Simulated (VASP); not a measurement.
# V in VASP: settings compared

V is run at these levels: revPBE, revPBE+D2; tasks: relaxation of the atoms.

All numbers are computed with VASP 6.6.1; they aren't measurements. Logs are shortened: lines on timing, memory, paths and dates and some standing lists are left out, and cuts for length are marked.

**1. The cell of the first run**

The cell holds a slab with vacuum, 6 atoms: a = 2.680 Å, b = 2.680 Å, c = 24.475 Å, α = 90.00°, β = 90.00°, γ = 90.00°.

**2. Relaxation of the atoms, revPBE, collinear spin, ferromagnetic start**

File INCAR:

```
SYSTEM = V
PREC = Accurate ; ENCUT = 520
EDIFF = 1E-6 ; ISMEAR = -1
SIGMA = 0.05 ; LREAL = .False.
LASPH = .True. ; NELM = 150
ALGO = Normal ; ISIF = 2
LWAVE = .False. ; LCHARG = .False.
ISPIN = 2 ; MAGMOM = 2 2 2 2 2 2
LORBIT = 11 ; LMAXMIX = 4
LDIPOL = .True. ; IDIPOL = 3
DIPOL = 0.5 0.5 0.500 ; GGA = RE
IBRION = 2 ; NSW = 60
EDIFFG = -0.01
```

File KPOINTS:

```
Automatic mesh
0
Gamma
  7 7 1
  0 0 0
```

File POSCAR:

```
V
1.0
    2.6799347007      0.0000000000      0.0000000000
    0.0000000000      2.6799347007      0.0000000000
    0.0000000000      0.0000000000     24.4750000000
V
6
Selective dynamics
Direct
    0.5000000000      0.5000000000      0.3064351379  F F F
    0.0000000000      0.0000000000      0.3838610827  F F F
    0.5000000000      0.5000000000      0.4612870276  F F F
    0.0000000000      0.0000000000      0.5387129724  T T T
    0.5000000000      0.5000000000      0.6161389173  T T T
    0.0000000000      0.0000000000      0.6935648621  T T T
```

Potentials or basis: VASP PAW PBE potentials, release 64 (V_sv).

Command:

```sh
$ cat potpaw_PBE.64/V_sv/POTCAR > POTCAR
$ mpirun -np 1 vasp_std > vasp.out
```

OUTCAR:

```text
SYSTEM = V
   PREC = Accurate
   ENCUT = 520
   EDIFF = 1E-6
   ISMEAR = -1
   LREAL = .False.
   LASPH = .True.
   NELM = 150
   ISIF = 2
   ISPIN = 2
   LORBIT = 11
   GGA = RE
   IBRION = 2
   NSW = 60
   EDIFFG = -0.01

 ion  position               nearest neighbor table
   1  0.500  0.500  0.306-   2 2.68   2 2.68   2 2.68   2 2.68
   2  0.000  0.000  0.384-   1 2.68   1 2.68   1 2.68   1 2.68   3 2.68   3 2.68   3 2.68   3 2.68

   3  0.500  0.500  0.461-   4 2.68   4 2.68   4 2.68   4 2.68   2 2.68   2 2.68   2 2.68   2 2.68

   4  0.000  0.000  0.539-   3 2.68   3 2.68   3 2.68   3 2.68   5 2.68   5 2.68   5 2.68   5 2.68

   5  0.500  0.500  0.616-   6 2.68   6 2.68   6 2.68   6 2.68   4 2.68   4 2.68   4 2.68   4 2.68

   6  0.000  0.000  0.694-   5 2.68   5 2.68   5 2.68   5 2.68

  LATTYP: Found a simple tetragonal cell.
 ALAT       =     2.6799347007
 C/A-ratio  =     9.1326852082

  Lattice vectors:

 A1 = (   2.6799347007,   0.0000000000,   0.0000000000)
 A2 = (   0.0000000000,   2.6799347007,   0.0000000000)
 A3 = (   0.0000000000,   0.0000000000,  24.4750000000)

Analysis of symmetry for initial positions (statically):
=====================================================================
 Subroutine PRICEL returns:
 Original cell was already a primitive cell.

 Routine SETGRP: Setting up the symmetry group for a
 simple tetragonal supercell.

 Subroutine GETGRP returns: Found 16 space group operations
 (whereof  8 operations were pure point group operations)
 out of a pool of 16 trial point group operations.

The static configuration has the point symmetry C_4v.
 The point group associated with its full space group is D_4h.

Analysis of symmetry for dynamics (positions and initial velocities):
=====================================================================
 Subroutine PRICEL returns:
 Original cell was already a primitive cell.

 Routine SETGRP: Setting up the symmetry group for a
 simple tetragonal supercell.

 Subroutine GETGRP returns: Found 16 space group operations
 (whereof  8 operations were pure point group operations)
 out of a pool of 16 trial point group operations.

The dynamic configuration has the point symmetry C_4v.
 The point group associated with its full space group is D_4h.

Analysis of constrained symmetry for selective dynamics:
=====================================================================
 Subroutine PRICEL returns:
 Original cell was already a primitive cell.

 Routine SETGRP: Setting up the symmetry group for a
 simple tetragonal supercell.

 Subroutine GETGRP returns: Found  8 space group operations
 (whereof  8 operations were pure point group operations)
 out of a pool of 16 trial point group operations.

The constrained configuration has the point symmetry C_4v.

Analysis of structural, dynamic, and magnetic symmetry:
=====================================================================
 Subroutine PRICEL returns:
 Original cell was already a primitive cell.

 Routine SETGRP: Setting up the symmetry group for a
 simple tetragonal supercell.

 Subroutine GETGRP returns: Found  8 space group operations
 (whereof  8 operations were pure point group operations)
 out of a pool of 16 trial point group operations.

The overall configuration has the point symmetry C_4v.

 Subroutine INISYM returns: Found  8 space group operations
 (whereof  8 operations are pure point group operations),
 and found     1 'primitive' translations

----------------------------------------------------------------------------------------

                                     Primitive cell

  volume of cell :     175.7807

  direct lattice vectors                    reciprocal lattice vectors
     2.679934701  0.000000000  0.000000000     0.373143420  0.000000000  0.000000000
     0.000000000  2.679934701  0.000000000     0.000000000  0.373143420  0.000000000
     0.000000000  0.000000000 24.475000000     0.000000000  0.000000000  0.040858018

[... 83 lines left out ...]
   ISYM   =      2    0-nonsym 1-usesym 2-fastsym
   POTIM  = 0.5000    time-step for ionic-motion
   TEBEG  =    0.0;   TEEND  =   0.0 temperature during run
   PSTRESS=    0.0 pullay stress
   NELECT =      78.0000    total number of electrons
   NUPDOWN=      -1.0000    fix difference up-down
   EMIN   =  10.00;   EMAX   =-10.00  energy-range for DOS
   EFERMI =   0.00;   METHOD = LEGACY
   ISMEAR =    -1;   SIGMA  =   0.05  broadening in eV -4-tet -1-fermi 0-gaus
   EFERMI_NEDOS =   21; number of points for ismear=-14 and -15
   IALGO  =     38    algorithm
   IMIX   =      4    mixing-type and parameters
     AMIX     =   0.40;   BMIX     =  1.00
     AMIX_MAG =   1.60;   BMIX_MAG =  1.00
  volume/ion in A,a.u.               =      29.30       197.70
  Fermi-wavevector in a.u.,A,eV,Ry     =   1.248675  2.359653 21.214049  1.559189
  Thomas-Fermi vector in A             =   2.382750
   LORBIT       =     11    0 simple, 1 ext, 2 COOP (PROOUT), +10 PAW based schemes
   GGA     = RE    functional components
   LHFCALC =     F    Hartree Fock is set to
   AEXX    =    0.0000 exact exchange contribution
   IVDW    =     0    specifies the selected vdW correction
   LEPSILON=     F    determine dielectric tensor
   LRPA    =     F    only Hartree local field effects (RPA)
 conjugate gradient relaxation of ions
 spin polarized calculation
  energy-cutoff  :      520.00
  volume of cell :      175.78
 maximum number of plane-waves:      4777
 NGX is ok and might be reduce to    20
   NGX =  9   NGY =  9   NGZ = 91

--------------------------------------- Ionic step        1  -------------------------------------------

 number of electron      77.9999955 magnetization       0.0116238

 number of electron      77.9999955 magnetization      -0.0009687

 Free energy of the ion-electron system (eV)
  ---------------------------------------------------
  ext. energy  EPLUGINS =         0.00000000
  ---------------------------------------------------
  free energy    TOTEN  =       -48.44358222 eV

  energy without entropy =      -48.35663224  energy(sigma->0) =      -48.40010723

------------------------ aborting loop because EDIFF is reached ----------------------------------------

  FORCE on cell =-STRESS in cart. coord.  units (eV):
  Direction    XX          YY          ZZ          XY          YZ          ZX
  --------------------------------------------------------------------------------------
  -------------------------------------------------------------------------------------
  Total       -2.1937614     -2.1937614      3.1683280      0.0000000     -0.0000000      0.0000000
  in kB      -19.9953427    -19.9953427     28.8781652      0.0000000     -0.0000000      0.0000000
  external PRESSURE =      -3.7041734 kB  Pullay stress =       0.0000000 kB
[... 107 lines left out ...]
 vacuum level on the upper side and lower side of the slab       (xc-potential included)         0.005        -0.012

 vacuum level on the upper side and lower side of the slab       (xc-potential included)         0.000         0.000

[... ionic steps 4 to 16 ...]

--------------------------------------- Ionic step       17  -------------------------------------------

 number of electron      77.9999954 magnetization       0.0000034

------------------------ aborting loop because EDIFF is reached ----------------------------------------
[... 69 lines left out ...]
  FREE ENERGIE OF THE ION-ELECTRON SYSTEM (eV)
  ---------------------------------------------------
  free  energy   TOTEN  =       -48.5277063953 eV

  energy  without entropy=      -48.4459030884  energy(sigma->0) =      -48.48680474

 dipolmoment           0.000000      0.000000     -0.000018 electrons x Angstroem

--------------------------------------- Ionic step       19  -------------------------------------------

 number of electron      77.9999954 magnetization       0.0000029

 dipolmoment           0.000000      0.000000      0.000010 electrons x Angstroem

 Free energy of the ion-electron system (eV)
  ---------------------------------------------------
  ext. energy  EPLUGINS =         0.00000000
  ---------------------------------------------------
  free energy    TOTEN  =       -48.52770668 eV

  energy without entropy =      -48.44591134  energy(sigma->0) =      -48.48680901

 E-fermi :   2.4532     XC(G=0):  -6.9565

 val. band max:        2.4363330217   @ k =   0.2857   0.0000   0.0000
 cond. band min:       2.4551942796   @ k =   0.2857   0.1429   0.0000
 fundamental gap:      0.0188612579
 Fermi energy:         2.4531588582

 spin component 1

 k-point     1 :       0.0000    0.0000    0.0000
  band No.  band energies     occupation
      1     -61.8455      1.00000
      2     -61.8309      1.00000
      3     -61.7442      1.00000
      4     -61.7271      1.00000
      5     -61.6622      1.00000
      6     -61.6006      1.00000
[... 529 lines left out ...]
     50       5.4454      0.00000
     51       5.4964      0.00000
 Fermi energy:         2.4531588582

 spin component 2

 k-point     1 :       0.0000    0.0000    0.0000
  band No.  band energies     occupation
      1     -61.8455      1.00000
      2     -61.8309      1.00000
      3     -61.7442      1.00000
      4     -61.7271      1.00000
      5     -61.6622      1.00000
      6     -61.6006      1.00000
[... 529 lines left out ...]
     50       5.4454      0.00000
     51       5.4964      0.00000
 [bands above 51 left out]

------------------------ aborting loop because EDIFF is reached ----------------------------------------

 vacuum level on the upper side and lower side of the slab       (xc-potential included)        -0.005        -0.006

  FORCE on cell =-STRESS in cart. coord.  units (eV):
  Direction    XX          YY          ZZ          XY          YZ          ZX
  --------------------------------------------------------------------------------------
  -------------------------------------------------------------------------------------
  Total       -5.5366468     -5.5366468      1.3578903      0.0000000      0.0000000      0.0000000
  in kB      -50.4645349    -50.4645349     12.3766793      0.0000000      0.0000000      0.0000000
  external PRESSURE =     -29.5174635 kB  Pullay stress =       0.0000000 kB
[... 21 lines left out ...]
  FREE ENERGIE OF THE ION-ELECTRON SYSTEM (eV)
  ---------------------------------------------------
  free  energy   TOTEN  =       -48.5277066787 eV

  energy  without entropy=      -48.4459113436  energy(sigma->0) =      -48.48680901

 reached required accuracy - stopping structural energy minimisation

 vacuum level on the upper side and lower side of the slab         6.909         6.908

 total charge

# of ion       s       p       d       tot
------------------------------------------
    1        2.319   6.129   3.036  11.484
    2        2.348   6.243   3.006  11.597
    3        2.334   6.223   3.004  11.562
    4        2.318   6.201   2.984  11.503
    5        2.330   6.217   2.973  11.520
    6        2.317   6.127   3.024  11.468
--------------------------------------------------
tot         13.966  37.141  18.027  69.134

 magnetization (x)

# of ion       s       p       d       tot
------------------------------------------
    1        0.000   0.000   0.000   0.000
    2        0.000   0.000   0.000   0.000
    3        0.000   0.000  -0.000  -0.000
    4        0.000  -0.000   0.000   0.000
    5       -0.000   0.000   0.000   0.000
    6        0.000   0.000   0.000   0.000
--------------------------------------------------
tot          0.000   0.000   0.000   0.000
```

Run time: 58 min. Hardware: 1 thread of Intel Xeon Platinum 8488C (Sapphire Rapids), shared host; peak memory 0.41 GiB.

What came out:

| Item | Value |
| --- | --- |
| Free energy | -48.5277 eV |
| Energy gained by relaxing | 14.0 meV/atom |
| Ionic steps | 19 |
| Band gap on the k mesh | zero (filled and empty bands overlap) |
| Net moment | 0.00 μB per cell |
| Valence electrons inside the program's atomic spheres | V 11.48, 11.60, 11.56, 11.50, 11.52, 11.47 |

The path:
```csv
step,energy change (eV),largest force on free atoms (eV/Å),pressure (GPa)
1,0.0000,0.5724,-0.37
2,-0.0134,0.2504,-0.40
3,-0.0159,0.3006,-0.39
4,-0.0215,0.2685,-0.53
5,-0.0361,0.1828,-0.94
6,-0.0554,0.2817,-1.74
7,-0.0512,0.4422,-3.15
8,-0.0609,0.3539,-2.39
9,-0.0680,0.3052,-2.50
10,-0.0814,0.1552,-2.87
11,-0.0725,0.2373,-3.48
12,-0.0834,0.0634,-3.10
13,-0.0834,0.0726,-3.06
14,-0.0838,0.0363,-3.03
15,-0.0839,0.0428,-3.00
16,-0.0841,0.0100,-2.96
17,-0.0841,0.0109,-2.95
18,-0.0841,0.0106,-2.95
19,-0.0841,0.0086,-2.95
```

Final structure:
```
V
1.0
     2.67993    0.00000    0.00000
     0.00000    2.67993    0.00000
     0.00000    0.00000   24.47500
V
6
Cartesian
  1.3400 1.3400 7.5000
  0.0000 0.0000 9.3950
  1.3400 1.3400 11.2900
  0.0000 0.0000 13.3143
  1.3400 1.3400 15.3881
  0.0000 0.0000 17.3150
```

Levels at points of the mesh, in eV from the Fermi level:
Spin up:
```tsv
k point	band 34	band 35	band 36	band 37	band 38	band 39	band 40	band 41	band 42	band 43
(0.00, 0.00, 0.00)	-1.13	-0.59	-0.34	-0.25	-0.22	0.35	0.35	0.62	0.63	0.63
```
Spin down:
| k point | band 36 | band 37 | band 38 | band 39 | band 40 | band 41 |
| --- | --- | --- | --- | --- | --- | --- |
| (0.00, 0.00, 0.00) | -0.34 | -0.25 | -0.22 | 0.35 | 0.35 | 0.62 |

Caveat: the PAW data sets were made with another functional, which shifts forces and pressure a little.

**3. Relaxation of the atoms, revPBE+D2, collinear spin, ferromagnetic start**

INCAR: that of step 2 with these lines changed.

```diff
@@ -11,3 +11,3 @@
 DIPOL = 0.5 0.5 0.500 ; GGA = RE
-IBRION = 2 ; NSW = 60
-EDIFFG = -0.01
+IVDW = 1 ; IBRION = 2
+NSW = 60 ; EDIFFG = -0.01
```

KPOINTS is that of step 2.

POSCAR is that of step 2.

Potentials or basis: VASP PAW PBE potentials, release 64 (V_sv).

Command:

```sh
$ cat potpaw_PBE.64/V_sv/POTCAR > POTCAR
$ mpirun -np 1 vasp_std > vasp.out
```

It took 50 min on 1 thread of Intel Xeon Platinum 8488C (Sapphire Rapids), shared host; peak memory 0.39 GiB.

The run converged. Its results:

```
Free energy                                           : -51.3193 eV
Energy gained by relaxing                             : 8.4 meV/atom
Ionic steps                                           : 15
Band gap on the k mesh                                : zero (filled and empty bands overlap)
Net moment                                            : 0.00 μB per cell
Valence electrons inside the program's atomic spheres : V 11.48, 11.60, 11.57, 11.51, 11.52, 11.46
Dispersion energy per atom                            : -0.465 eV
```

The path:
| step | energy change (eV) | largest force on free atoms (eV/Å) | pressure (GPa) |
| --- | --- | --- | --- |
| 1 | 0.0000 | 0.3903 | -2.17 |
| 2 | -0.0081 | 0.1831 | -2.17 |
| 3 | -0.0102 | 0.2036 | -2.16 |
| 4 | -0.0124 | 0.1735 | -2.25 |
| 5 | -0.0172 | 0.1009 | -2.49 |
| 6 | -0.0190 | 0.2404 | -2.91 |
| 7 | -0.0196 | 0.1944 | -2.78 |
| 8 | -0.0220 | 0.1912 | -2.86 |
| 9 | -0.0287 | 0.1788 | -3.08 |
| 10 | -0.0396 | 0.1530 | -3.52 |
| 11 | -0.0488 | 0.0869 | -4.32 |
| 12 | -0.0501 | 0.0119 | -4.19 |
| 13 | -0.0501 | 0.0119 | -4.19 |
| 14 | -0.0501 | 0.0176 | -4.20 |
| 15 | -0.0502 | 0.0034 | -4.19 |

Final structure:
```
V
1.0
     2.67993    0.00000    0.00000
     0.00000    2.67993    0.00000
     0.00000    0.00000   24.47500
V
6
Direct
  0.50000 0.50000 0.30644
  0.00000 0.00000 0.38386
  0.50000 0.50000 0.46129
  0.00000 0.00000 0.54288
  0.50000 0.50000 0.62786
  0.00000 0.00000 0.70694
```

Levels at points of the mesh, in eV from the Fermi level:
Spin up:
```tsv
k point	band 34	band 35	band 36	band 37	band 38	band 39	band 40	band 41	band 42	band 43
(0.00, 0.00, 0.00)	-1.12	-0.60	-0.34	-0.25	-0.21	0.34	0.34	0.64	0.64	0.67
```
Spin down:
```
           k point  band 34  band 35  band 36  band 37  band 38  band 39  band 40  band 41  band 42  band 43
(0.00, 0.00, 0.00)    -1.12    -0.60    -0.34    -0.25    -0.21     0.34     0.34     0.64     0.64     0.67
```

Caveat: the PAW data sets were made with another functional, which shifts forces and pressure a little.
